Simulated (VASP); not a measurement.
# TcN2 (Fm-3m) in VASP: notebook

The runs below take TcN2 through single point, with PBE.

All numbers are computed with VASP 6.6.1; they aren't measurements. Logs are shortened: lines on timing, memory, paths and dates and some standing lists are left out, and cuts for length are marked.

## Step 1: The cell of the first run

The structure is cubic, space group Fm-3m (No. 225). The conventional cell has a = 4.889 Å, b = 4.889 Å, c = 4.889 Å, α = 90.00°, β = 90.00°, γ = 90.00°. Tc (site symmetry m-3m) has 8 N at 2.12 Å within 2.8 Å. Within 2.8 Å of N (site symmetry -43m) lie 4 Tc at 2.12 Å and 6 N at 2.44 Å.

## Step 2: Single point, PBE

INCAR reads:

```
SYSTEM = TcN2
PREC = Accurate
ENCUT = 600
EDIFF = 1E-6
ISMEAR = 0
SIGMA = 0.25
LREAL = .FALSE.
LASPH = .TRUE.
NELM = 120
ALGO = Normal
ISIF = 2
LWAVE = .FALSE.
LCHARG = .FALSE.
GGA = PE
NBANDS = 18
GGA_COMPAT = .FALSE.
```

KPOINTS reads:

```
regular mesh
0
G
  9 9 9
  0 0 0
```

POSCAR reads:

```
TcN2
1.0
    0.0000000000      2.4445500000      2.4445500000
    2.4445500000      0.0000000000      2.4445500000
    2.4445500000      2.4445500000      0.0000000000
Tc N
1 2
Direct
    0.0000000000      0.0000000000      0.0000000000
    0.7500000000      0.7500000000      0.7500000000
    0.2500000000      0.2500000000      0.2500000000
```

Potentials or basis: VASP PAW PBE potentials, release 64 (Tc_pv, N).

Command:

```bash
> cat potpaw_PBE.64/Tc_pv/POTCAR potpaw_PBE.64/N/POTCAR > POTCAR
> mpirun -np 1 vasp_std > vasp.out
```

OUTCAR:

```text
SYSTEM = TcN2
   PREC = Accurate
   ENCUT = 600
   EDIFF = 1E-6
   ISMEAR = 0
   LREAL = .FALSE.
   LASPH = .TRUE.
   NELM = 120
   ISIF = 2
   GGA = PE

 ion  position               nearest neighbor table
   1  0.000  0.000  0.000-   2 2.12   2 2.12   2 2.12   2 2.12   3 2.12   3 2.12   3 2.12   3 2.12

   2  0.750  0.750  0.750-   1 2.12   1 2.12   1 2.12   1 2.12
   3  0.250  0.250  0.250-   1 2.12   1 2.12   1 2.12   1 2.12

  LATTYP: Found a face centered cubic cell.
 ALAT       =     4.8891000000

  Lattice vectors:

 A1 = (   0.0000000000,   2.4445500000,   2.4445500000)
 A2 = (   2.4445500000,   0.0000000000,   2.4445500000)
 A3 = (   2.4445500000,   2.4445500000,   0.0000000000)

Analysis of symmetry for initial positions (statically):
=====================================================================
 Subroutine PRICEL returns:
 Original cell was already a primitive cell.

 Routine SETGRP: Setting up the symmetry group for a
 face centered cubic supercell.

 Subroutine GETGRP returns: Found 48 space group operations
 (whereof 48 operations were pure point group operations)
 out of a pool of 48 trial point group operations.

The static configuration has the point symmetry O_h .

Analysis of symmetry for dynamics (positions and initial velocities):
=====================================================================
 Subroutine PRICEL returns:
 Original cell was already a primitive cell.

 Routine SETGRP: Setting up the symmetry group for a
 face centered cubic supercell.

 Subroutine GETGRP returns: Found 48 space group operations
 (whereof 48 operations were pure point group operations)
 out of a pool of 48 trial point group operations.

The dynamic configuration has the point symmetry O_h .

 Subroutine INISYM returns: Found 48 space group operations
 (whereof 48 operations are pure point group operations),
 and found     1 'primitive' translations

----------------------------------------------------------------------------------------

                                     Primitive cell

  volume of cell :      29.2164

  direct lattice vectors                    reciprocal lattice vectors
     0.000000000  2.444550000  2.444550000    -0.204536622  0.204536622  0.204536622
     2.444550000  0.000000000  2.444550000     0.204536622 -0.204536622  0.204536622
     2.444550000  2.444550000  0.000000000     0.204536622  0.204536622 -0.204536622

  length of vectors
     3.457115764  3.457115764  3.457115764     0.354267822  0.354267822  0.354267822

  position of ions in fractional coordinates (direct lattice)
     0.000000000  0.000000000  0.000000000
     0.750000000  0.750000000  0.750000000
     0.250000000  0.250000000  0.250000000

  ion indices of the primitive-cell ions
   primitive index   ion index
                 1           1
                 2           2
                 3           3

----------------------------------------------------------------------------------------

 KPOINTS: regular mesh

Automatic generation of k-mesh.
 Grid dimensions read from file:
 generate k-points for:    9    9    9

 Generating k-lattice:

  Cartesian coordinates                     Fractional coordinates (reciprocal lattice)
    -0.022726291  0.022726291  0.022726291     0.111111111  0.000000000  0.000000000
     0.022726291 -0.022726291  0.022726291     0.000000000  0.111111111  0.000000000
     0.022726291  0.022726291 -0.022726291     0.000000000  0.000000000  0.111111111

  Length of vectors
     0.039363091  0.039363091  0.039363091

  Shift w.r.t. Gamma in fractional coordinates (k-lattice)
     0.000000000  0.000000000  0.000000000

 Subroutine IBZKPT returns following result:
 ===========================================

 Found     35 irreducible k-points:

 Following reciprocal coordinates:
            Coordinates               Weight
  0.000000  0.000000  0.000000      1.000000
  0.111111  0.000000  0.000000      8.000000
  0.222222  0.000000  0.000000      8.000000
  0.333333  0.000000  0.000000      8.000000
  0.444444  0.000000  0.000000      8.000000
  0.111111  0.111111  0.000000      6.000000
[... 16 lines left out ...]
 -0.333333  0.333333  0.000000     12.000000
  0.444444  0.444444  0.000000      6.000000
 [... further k-points ...]
   k-points           NKPTS =     35   k-points in BZ     NKDIM =     35   number of bands    NBANDS=     18
   number of dos      NEDOS =    301   number of ions     NIONS =      3
   total plane-waves  NPLWV =  21952
   dimension x,y,z NGX =    28 NGY =   28 NGZ =   28
   dimension x,y,z NGXF=    56 NGYF=   56 NGZF=   56
   ions per type =               1   2
   NGX,Y,Z   is equivalent  to a cutoff of  13.46, 13.46, 13.46 a.u.
   NGXF,Y,Z  is equivalent  to a cutoff of  26.93, 26.93, 26.93 a.u.
 SYSTEM =  TcN2
   PREC   = accura    normal or accurate (medium, high low for compatibility)
   ISTART =      0    job   : 0-new  1-cont  2-samecut
   ICHARG =      2    charge: 1-file 2-atom 10-const
   ISPIN  =      1    spin polarized calculation?
   LNONCOLLINEAR =      F non collinear calculations
   LSORBIT =      F    spin-orbit coupling
   LASPH  =      T    aspherical Exc in radial PAW
   ENCUT  =  600.0 eV  44.10 Ry    6.64 a.u.   6.90  6.90  6.90*2*pi/ulx,y,z
   NELM   =    120;   NELMIN=  2; NELMDL= -5     # of ELM steps
   EDIFF  = 0.1E-05   stopping-criterion for ELM
   LREAL  =      F    real-space projection
   EDIFFG = 0.1E-04   stopping-criterion for IOM
   NSW    =      0    number of steps for IOM
   IBRION =     -1    ionic relax: 0-MD 1-quasi-New 2-CG
   NFREE  =      0    steps in history (QN), initial steepest desc. (CG)
   ISIF   =      2    stress and relaxation
   ISYM   =      2    0-nonsym 1-usesym 2-fastsym
   POTIM  = 0.5000    time-step for ionic-motion
   TEBEG  =    0.0;   TEEND  =   0.0 temperature during run
   PSTRESS=    0.0 pullay stress
   NELECT =      23.0000    total number of electrons
   NUPDOWN=      -1.0000    fix difference up-down
   EMIN   =  10.00;   EMAX   =-10.00  energy-range for DOS
   EFERMI =   0.00;   METHOD = LEGACY
   ISMEAR =     0;   SIGMA  =   0.25  broadening in eV -4-tet -1-fermi 0-gaus
   EFERMI_NEDOS =   21; number of points for ismear=-14 and -15
   IALGO  =     38    algorithm
   IMIX   =      4    mixing-type and parameters
     AMIX     =   0.40;   BMIX     =  1.00
     AMIX_MAG =   1.60;   BMIX_MAG =  1.00
  volume/ion in A,a.u.               =       9.74        65.72
  Fermi-wavevector in a.u.,A,eV,Ry     =   1.511617  2.856542 31.089134  2.284987
  Thomas-Fermi vector in A             =   2.621651
   LORBIT       =      0    0 simple, 1 ext, 2 COOP (PROOUT), +10 PAW based schemes
   GGA     = PE    functional components
   LHFCALC =     F    Hartree Fock is set to
   AEXX    =    0.0000 exact exchange contribution
   IVDW    =     0    specifies the selected vdW correction
   LEPSILON=     F    determine dielectric tensor
   LRPA    =     F    only Hartree local field effects (RPA)
 non-spin polarized calculation
 Gauss-broadening in eV      SIGMA  =   0.25
  energy-cutoff  :      600.00
  volume of cell :       29.22
 maximum number of plane-waves:       986
   NGX = 13   NGY = 13   NGZ = 13

 number of electron      23.0000001 magnetization

 Free energy of the ion-electron system (eV)
  ---------------------------------------------------
  ext. energy  EPLUGINS =         0.00000000
  ---------------------------------------------------
  free energy    TOTEN  =       -24.70083691 eV

  energy without entropy =      -24.61343921  energy(sigma->0) =      -24.65713806

 E-fermi :   8.8777     XC(G=0): -12.7862

 val. band max:        8.8581213138   @ k =  -0.3333   0.4444   0.2222
 cond. band min:       8.9101940483   @ k =  -0.3333   0.3333   0.0000
 fundamental gap:      0.0520727344
 Fermi energy:         8.8776758234

 k-point     1 :       0.0000    0.0000    0.0000
  band No.  band energies     occupation
      1     -30.7222      2.00000
      2     -30.7222      2.00000
      3     -30.7222      2.00000
      4      -8.0591      2.00000
      5      -2.2961      2.00000
      6       1.8991      2.00000
[... 10 lines left out ...]
     17      17.9769      0.00000
     18      21.4314      0.00000

 k-point     2 :       0.1111    0.0000    0.0000
  band No.  band energies     occupation
      1     -30.7420      2.00000
      2     -30.7251      2.00000
      3     -30.7251      2.00000
      4      -7.8727      2.00000
      5      -2.7583      2.00000
      6       2.0313      2.00000
[... 10 lines left out ...]
     17      18.3378      0.00000
     18      21.6516      0.00000

 k-point     3 :       0.2222    0.0000    0.0000
  band No.  band energies     occupation
      1     -30.7917      2.00000
      2     -30.7323      2.00000
      3     -30.7323      2.00000
      4      -7.3665      2.00000
      5      -3.6008      2.00000
      6       2.3704      2.00000
[... 10 lines left out ...]
     17      19.1431      0.00000
     18      22.0352      0.00000

 k-point     4 :       0.3333    0.0000    0.0000
  band No.  band energies     occupation
      1     -30.8475      2.00000
      2     -30.7404      2.00000
      3     -30.7404      2.00000
      4      -6.7059      2.00000
      5      -4.3213      2.00000
      6       2.7406      2.00000
[... 10 lines left out ...]
     17      19.3620      0.00000
     18      22.7980      0.00000

 k-point     5 :       0.4444    0.0000    0.0000
  band No.  band energies     occupation
      1     -30.8836      2.00000
      2     -30.7458      2.00000
      3     -30.7458      2.00000
      4      -6.1832      2.00000
      5      -4.7566      2.00000
      6       2.9455      2.00000
[... 10 lines left out ...]
     17      19.0069      0.00000
     18      23.6096      0.00000

 k-point     6 :       0.1111    0.1111    0.0000
  band No.  band energies     occupation
      1     -30.7423      2.00000
      2     -30.7292      2.00000
      3     -30.7292      2.00000
      4      -7.8090      2.00000
      5      -2.8853      2.00000
      6       2.0565      2.00000
[... 10 lines left out ...]
     17      18.3109      0.00000
     18      21.2459      0.00000

 k-point     7 :       0.2222    0.1111    0.0000
  band No.  band energies     occupation
      1     -30.7792      2.00000
      2     -30.7373      2.00000
      3     -30.7353      2.00000
      4      -7.4036      2.00000
      5      -3.5377      2.00000
      6       2.3182      2.00000
[... 10 lines left out ...]
     17      18.8323      0.00000
     18      21.6802      0.00000

 k-point     8 :       0.3333    0.1111    0.0000
  band No.  band energies     occupation
      1     -30.8305      2.00000
      2     -30.7457      2.00000
      3     -30.7450      2.00000
      4      -6.7803      2.00000
      5      -4.2280      2.00000
      6       2.6866      2.00000
[... 10 lines left out ...]
     17      19.3987      0.00000
     18      22.5308      0.00000
[... 229 lines left out ...]
     17      19.8512      0.00000
     18      22.8788      0.00000

 k-point    20 :       0.3333    0.3333    0.0000
  band No.  band energies     occupation
      1     -30.8482      2.00000
      2     -30.7665      2.00000
      3     -30.7665      2.00000
      4      -6.1394      2.00000
      5      -4.6546      2.00000
      6       2.5512      2.00000
[... 10 lines left out ...]
     17      19.1075      0.00000
     18      22.8282      0.00000

 k-point    21 :       0.4444    0.3333    0.0000
  band No.  band energies     occupation
      1     -30.8672      2.00000
      2     -30.7810      2.00000
      3     -30.7724      2.00000
      4      -5.6420      2.00000
      5      -4.9299      2.00000
      6       1.8773      2.00000
[... 10 lines left out ...]
     17      19.7402      0.00000
     18      23.3008      0.00000

 k-point    22 :      -0.4444    0.3333    0.0000
  band No.  band energies     occupation
      1     -30.8647      2.00000
      2     -30.8062      2.00000
      3     -30.7709      2.00000
      4      -5.3187      2.00000
      5      -5.0994      2.00000
      6       1.7411      2.00000
[... 10 lines left out ...]
     17      20.1516      0.00000
     18      23.6649      0.00000

 k-point    23 :      -0.3333    0.3333    0.0000
  band No.  band energies     occupation
      1     -30.8383      2.00000
      2     -30.8339      2.00000
      3     -30.7626      2.00000
      4      -5.4323      2.00000
      5      -5.0603      2.00000
      6       2.0580      2.00000
[... 10 lines left out ...]
     17      20.1802      0.00000
     18      23.5529      0.00000

 k-point    24 :       0.4444    0.4444    0.0000
  band No.  band energies     occupation
      1     -30.8839      2.00000
      2     -30.7795      2.00000
      3     -30.7795      2.00000
      4      -5.3136      2.00000
      5      -5.0656      2.00000
      6       1.2446      2.00000
[... 10 lines left out ...]
     17      20.1220      0.00000
     18      23.5216      0.00000

 [... further k-points ...]

------------------------ aborting loop because EDIFF is reached ----------------------------------------

  FORCE on cell =-STRESS in cart. coord.  units (eV):
  Direction    XX          YY          ZZ          XY          YZ          ZX
  --------------------------------------------------------------------------------------
  -------------------------------------------------------------------------------------
  Total       -1.0073455     -1.0073455     -1.0073455     -0.0000000      0.0000000      0.0000000
  in kB      -55.2410918    -55.2410918    -55.2410918     -0.0000000      0.0000000      0.0000000
  external PRESSURE =     -55.2410918 kB  Pullay stress =       0.0000000 kB

 VOLUME and BASIS-vectors are now :
 -----------------------------------------------------------------------------
  energy-cutoff  :      600.00
  volume of cell :       29.22
      direct lattice vectors                 reciprocal lattice vectors
     0.000000000  2.444550000  2.444550000    -0.204536622  0.204536622  0.204536622
     2.444550000  0.000000000  2.444550000     0.204536622 -0.204536622  0.204536622
     2.444550000  2.444550000  0.000000000     0.204536622  0.204536622 -0.204536622

 POSITION                                       TOTAL-FORCE (eV/Angst)
 -----------------------------------------------------------------------------------
      0.00000      0.00000      0.00000         0.000000     -0.000000      0.000000
      3.66683      3.66683      3.66683        -0.000000     -0.000000     -0.000000
      1.22228      1.22228      1.22228         0.000000      0.000000     -0.000000
 -----------------------------------------------------------------------------------
    total drift:                               -0.000000     -0.000000      0.000000

  FREE ENERGIE OF THE ION-ELECTRON SYSTEM (eV)
  ---------------------------------------------------
  free  energy   TOTEN  =       -24.7008369062 eV

  energy  without entropy=      -24.6134392084  energy(sigma->0) =      -24.65713806
```

Run time: 10 s. Hardware: 1 thread of Intel Xeon 6975P-C (Granite Rapids), shared host; peak memory 0.16 GiB.

What came out:

| Quantity | Value |
| --- | --- |
| Free energy | -24.7008 eV |
| Pressure | -5.5 GPa |
| Band gap on the k mesh | zero (an odd number of electrons rules out a gap without spin polarisation) |

Caveat: the cell stands under tension.

## Step 3: Single point, PBE

INCAR, as its differences from that of step 2:

```diff
@@ -5,3 +5,3 @@
 ISMEAR = 0
-SIGMA = 0.25
+SIGMA = 0.15
 LREAL = .FALSE.
```

KPOINTS is that of step 2.

POSCAR is that of step 2.

Potentials or basis: VASP PAW PBE potentials, release 64 (Tc_pv, N).

Command:

```bash
> cat potpaw_PBE.64/Tc_pv/POTCAR potpaw_PBE.64/N/POTCAR > POTCAR
> mpirun -np 1 vasp_std > vasp.out
```

Run time: 10 s. Hardware: 1 thread of Intel Xeon 6975P-C (Granite Rapids), shared host; peak memory 0.16 GiB.

It converged, with:

- Free energy: -24.6721 eV
- Pressure: -5.7 GPa
- Band gap on the k mesh: zero (an odd number of electrons rules out a gap without spin polarisation)

Levels at points of the mesh, in eV from the Fermi level:
```
           k point  band 10  band 11  band 12  band 13  band 14  band 15
(0.00, 0.00, 0.00)    -1.12     0.22     0.22     0.22     6.15     6.15
```

Caveat: the cell stands under tension.

## Step 4: Single point, PBE

INCAR reads:

```
SYSTEM = TcN2
ALGO     = Normal         ! electronic algorithm
EDIFF    = 1E-6           ! SCF threshold, eV
ENCUT    = 600            ! plane-wave cutoff, eV
GGA      = PE             ! functional
GGA_COMPAT= .FALSE.      
ISIF     = 2              ! what is computed and relaxed
ISMEAR   = 0              ! smearing method
LASPH    = .TRUE.         ! aspherical terms in the spheres
LCHARG   = .FALSE.        ! write CHGCAR
LREAL    = .FALSE.        ! projectors in reciprocal space
LWAVE    = .FALSE.        ! write WAVECAR
NBANDS   = 18             ! bands
NELM     = 120            ! most SCF steps
PREC     = Accurate       ! precision mode
SIGMA    = 0.1            ! smearing width, eV
```

KPOINTS reads:

```
k-points
0
G
  9 9 9
  0 0 0
```

POSCAR is that of step 3.

Command:

```bash
> cat potpaw_PBE.64/Tc_pv/POTCAR potpaw_PBE.64/N/POTCAR > POTCAR
> mpirun -np 1 vasp_std > vasp.out
```

Wall time 10 s (1 thread of Intel Xeon 6975P-C (Granite Rapids), shared host); peak memory 0.17 GiB.

It converged, with:

```
Free energy            : -24.6629 eV
Pressure               : -5.8 GPa
Band gap on the k mesh : zero (an odd number of electrons rules out a gap without spin polarisation)
```

Levels at points of the mesh, in eV from the Fermi level:
```tsv
k point	band 9	band 10	band 11	band 12	band 13	band 14	band 15	band 16
(0.00, 0.00, 0.00)	-1.11	-1.11	0.23	0.23	0.23	6.15	6.15	6.15
```

Caveat: the cell stands under tension.

## Step 5: The runs side by side

```csv
smearing,gap on the mesh (eV),pressure (GPa)
gaussian 0.25 eV,none,-5.5
gaussian 0.15 eV,none,-5.7
gaussian 0.1 eV,none,-5.8
```

Alike in all rows: task single point; level PBE; potentials or basis VASP PAW PBE potentials, release 64 (Tc_pv, N); no spin polarisation; cell as given; k mesh 9 × 9 × 9; cutoff (eV) 600.

Caveats: the cell stands under tension.

Total energies depend on the potentials used, so only differences within one code and one set of settings carry meaning.
